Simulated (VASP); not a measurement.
Na3SCl: single point with PBEsol

Na3SCl:

```xyz
5
Lattice="5.2532 0.0000 0.0000 0.0000 5.2532 0.0000 0.0000 0.0000 5.2532" Properties=species:S:1:pos:R:3 pbc="T T T"
Cl    0.0000    0.0000    0.0000
S     2.6266    2.6266    2.6266
Na    2.6266    2.6266    0.0000
Na    2.6266    0.0000    2.6266
Na    0.0000    2.6266    2.6266
```

This cell differs from its parent crystal: volume scaled by 1.050 of the coarse rest volume.

- Program: VASP 6.6.1
- Task: single point
- Functional: PBEsol
- Potentials or basis: VASP PAW PBE potentials, release 64 (Cl, S, Na_pv)
- Cutoff: 520 eV
- k mesh: 4 × 4 × 4
- Occupations: gaussian, width 0.02 eV
- Spin: no spin polarisation
- Dipole correction: no
- Further INCAR settings: ALGO = Normal; EDIFF = 1e-06; NBANDS = 25

```json
{
  "Pressure": "-0.8 GPa",
  "Band gap on the k mesh": "2.60 eV, direct"
}
```

Levels at points of the mesh, in eV from the valence-band top:
```csv
k point,band 13,band 14,band 15,band 16,band 17,band 18,band 19,band 20,band 21,band 22
"(0.00, 0.00, 0.00)",-1.13,-1.13,0.00,0.00,0.00,2.60,5.51,5.51,8.33,8.33
"(0.50, 0.00, 0.00)",-1.01,-1.01,-0.76,-0.13,-0.13,4.73,4.84,6.60,7.22,7.46
"(0.50, 0.50, 0.00)",-1.56,-0.98,-0.24,-0.24,-0.09,4.49,5.17,6.60,6.60,6.87
"(0.50, 0.50, 0.50)",-1.23,-1.23,-0.61,-0.61,-0.61,5.86,5.86,5.86,6.99,6.99
```

Run time: 24 s on 1 thread of Intel(R) Xeon(R) Platinum 8559C (Emerald Rapids), with other jobs on the host, peak memory 0.24 GiB.

Caveat: the PAW data sets were made with another functional, which shifts forces and pressure a little.
